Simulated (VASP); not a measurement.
# CaF2 (Fm-3m) in VASP: further runs, part 2 of 2

VASP 6.6.1.

### 4 Single point, RPBE

File INCAR:

```
  PREC = Accurate
  ENCUT = 600
  EDIFF = 1E-6
  ISMEAR = 0
  SIGMA = 0.01
  LREAL = F
  LASPH = T
  NELM = 120
  ALGO = Normal
  ISIF = 2
  LWAVE = F
  LCHARG = F
  GGA = RP
  NBANDS = 19
  GGA_COMPAT = F
```

File KPOINTS:

```
Automatic mesh
0
Gamma
  8 8 8
```

File POSCAR:

```
CaF2
1.0
    0.0000000000      2.7310000000      2.7310000000
    2.7310000000      0.0000000000      2.7310000000
    2.7310000000      2.7310000000      0.0000000000
Ca F
1 2
Direct
    0.0000000000      0.0000000000      0.0000000000
    0.2500000000      0.2500000000      0.2500000000
    0.7500000000      0.7500000000      0.7500000000
```

Potentials or basis: VASP PAW PBE potentials, release 64 (Ca_sv, F).

Run with:

```bash
> cat potpaw_PBE.64/Ca_sv/POTCAR potpaw_PBE.64/F/POTCAR > POTCAR
> mpirun -np 1 vasp_std > vasp.out
```

OUTCAR:

```text
PREC = Accurate
   ENCUT = 600
   EDIFF = 1E-6
   ISMEAR = 0
   LREAL = F
   LASPH = T
   NELM = 120
   ISIF = 2
   GGA = RP

 ion  position               nearest neighbor table
   1  0.000  0.000  0.000-   3 2.37   3 2.37   3 2.37   2 2.37   3 2.37   2 2.37   2 2.37   2 2.37

   2  0.250  0.250  0.250-   1 2.37   1 2.37   1 2.37   1 2.37
   3  0.750  0.750  0.750-   1 2.37   1 2.37   1 2.37   1 2.37

  LATTYP: Found a face centered cubic cell.
 ALAT       =     5.4620000000

  Lattice vectors:

 A1 = (   0.0000000000,   2.7310000000,   2.7310000000)
 A2 = (   2.7310000000,   0.0000000000,   2.7310000000)
 A3 = (   2.7310000000,   2.7310000000,   0.0000000000)

Analysis of symmetry for initial positions (statically):
=====================================================================
 Subroutine PRICEL returns:
 Original cell was already a primitive cell.

 Routine SETGRP: Setting up the symmetry group for a
 face centered cubic supercell.

 Subroutine GETGRP returns: Found 48 space group operations
 (whereof 48 operations were pure point group operations)
 out of a pool of 48 trial point group operations.

The static configuration has the point symmetry O_h .

Analysis of symmetry for dynamics (positions and initial velocities):
=====================================================================
 Subroutine PRICEL returns:
 Original cell was already a primitive cell.

 Routine SETGRP: Setting up the symmetry group for a
 face centered cubic supercell.

 Subroutine GETGRP returns: Found 48 space group operations
 (whereof 48 operations were pure point group operations)
 out of a pool of 48 trial point group operations.

The dynamic configuration has the point symmetry O_h .

 Subroutine INISYM returns: Found 48 space group operations
 (whereof 48 operations are pure point group operations),
 and found     1 'primitive' translations

[... 107 lines left out ...]
   NELECT =      24.0000    total number of electrons
   NUPDOWN=      -1.0000    fix difference up-down
   EMIN   =  10.00;   EMAX   =-10.00  energy-range for DOS
   EFERMI =   0.00;   METHOD = LEGACY
   ISMEAR =     0;   SIGMA  =   0.01  broadening in eV -4-tet -1-fermi 0-gaus
   EFERMI_NEDOS =   21; number of points for ismear=-14 and -15
   IALGO  =     38    algorithm
   IMIX   =      4    mixing-type and parameters
     AMIX     =   0.40;   BMIX     =  1.00
     AMIX_MAG =   1.60;   BMIX_MAG =  1.00
  volume/ion in A,a.u.               =      13.58        91.64
  Fermi-wavevector in a.u.,A,eV,Ry     =   1.372398  2.593457 25.626266  1.883477
  Thomas-Fermi vector in A             =   2.498009
   LORBIT       =      0    0 simple, 1 ext, 2 COOP (PROOUT), +10 PAW based schemes
   GGA     = RP    functional components
   LHFCALC =     F    Hartree Fock is set to
   AEXX    =    0.0000 exact exchange contribution
   IVDW    =     0    specifies the selected vdW correction
   LEPSILON=     F    determine dielectric tensor
   LRPA    =     F    only Hartree local field effects (RPA)
 non-spin polarized calculation
 Gauss-broadening in eV      SIGMA  =   0.01
  energy-cutoff  :      600.00
  volume of cell :       40.74
 maximum number of plane-waves:      1380
   NGX = 15   NGY = 15   NGZ = 15

 number of electron      23.9999989 magnetization

 Free energy of the ion-electron system (eV)
  ---------------------------------------------------
  ext. energy  EPLUGINS =         0.00000000
  ---------------------------------------------------
  free energy    TOTEN  =       -16.46972227 eV

  energy without entropy =      -16.46972227  energy(sigma->0) =      -16.46972227

 E-fermi :  -0.7162     XC(G=0):  -9.2117

 val. band max:       -0.7686492448   @ k =   0.5000   0.5000   0.0000
 cond. band min:       6.8456498331   @ k =   0.0000   0.0000   0.0000
 fundamental gap:      7.6142990779
 Fermi energy:        -0.7161997683

 k-point     1 :       0.0000    0.0000    0.0000
  band No.  band energies     occupation
      1     -36.9692      2.00000
      2     -20.8127      2.00000
      3     -20.0582      2.00000
      4     -17.8450      2.00000
      5     -17.8450      2.00000
      6     -17.8450      2.00000
[... 505 lines left out ...]
      6     -17.4465      2.00000
[... 11 lines left out ...]
     18      12.0059      0.00000
     19      13.6645      0.00000

 [... further k-points ...]
[... 5 lines left out ...]
  --------------------------------------------------------------------------------------
  -------------------------------------------------------------------------------------
  Total        1.6608793      1.6608793      1.6608793      0.0000000     -0.0000000      0.0000000
  in kB       65.3211090     65.3211090     65.3211090      0.0000000     -0.0000000      0.0000000
  external PRESSURE =      65.3211090 kB  Pullay stress =       0.0000000 kB

 VOLUME and BASIS-vectors are now :
 -----------------------------------------------------------------------------
  energy-cutoff  :      600.00
  volume of cell :       40.74
      direct lattice vectors                 reciprocal lattice vectors
     0.000000000  2.731000000  2.731000000    -0.183083120  0.183083120  0.183083120
     2.731000000  0.000000000  2.731000000     0.183083120 -0.183083120  0.183083120
     2.731000000  2.731000000  0.000000000     0.183083120  0.183083120 -0.183083120

 POSITION                                       TOTAL-FORCE (eV/Angst)
 -----------------------------------------------------------------------------------
      0.00000      0.00000      0.00000         0.000000      0.000000     -0.000000
      1.36550      1.36550      1.36550        -0.000000     -0.000000     -0.000000
      4.09650      4.09650      4.09650         0.000000      0.000000      0.000000
 -----------------------------------------------------------------------------------
    total drift:                                0.000000     -0.000000      0.000000

  FREE ENERGIE OF THE ION-ELECTRON SYSTEM (eV)
  ---------------------------------------------------
  free  energy   TOTEN  =       -16.4697222748 eV

  energy  without entropy=      -16.4697222748  energy(sigma->0) =      -16.46972227
```

Run time: 29 s. Hardware: 1 thread of AMD EPYC 7R43 (Zen 3), shared host; peak memory 0.15 GiB.

What came out:

```yaml
Free_energy: -16.4697 eV
Pressure: 6.5 GPa
Band_gap_on_the_k_mesh: 7.61 eV (least direct gap 7.87 eV)
```

Caveat: the cell stands under pressure; the PAW data sets were made with another functional, which shifts forces and pressure a little. A k mesh can miss the band edges.

### 5 Summary

```tsv
level	gap on the mesh (eV)	pressure (GPa)
revPBE	7.56	5.6
BLYP	7.40	4.3
RPBE	7.61	6.5
```

Alike in all rows: task single point; potentials or basis VASP PAW PBE potentials, release 64 (Ca_sv, F); no spin polarisation; cell as given; k mesh 8 × 8 × 8; cutoff (eV) 600; smearing gaussian 0.01 eV.

On the cell as given the gap runs from 7.40 eV (BLYP) to 7.61 eV (RPBE). The pressure there spans 4.3 GPa (BLYP) to 6.5 GPa (RPBE); a positive pressure means that this level wants a larger cell, a negative one a smaller.

Caveats: the cell stands under pressure; the PAW data sets were made with another functional, which shifts forces and pressure a little.

Absolute energies hang on the potentials; compare differences alone.
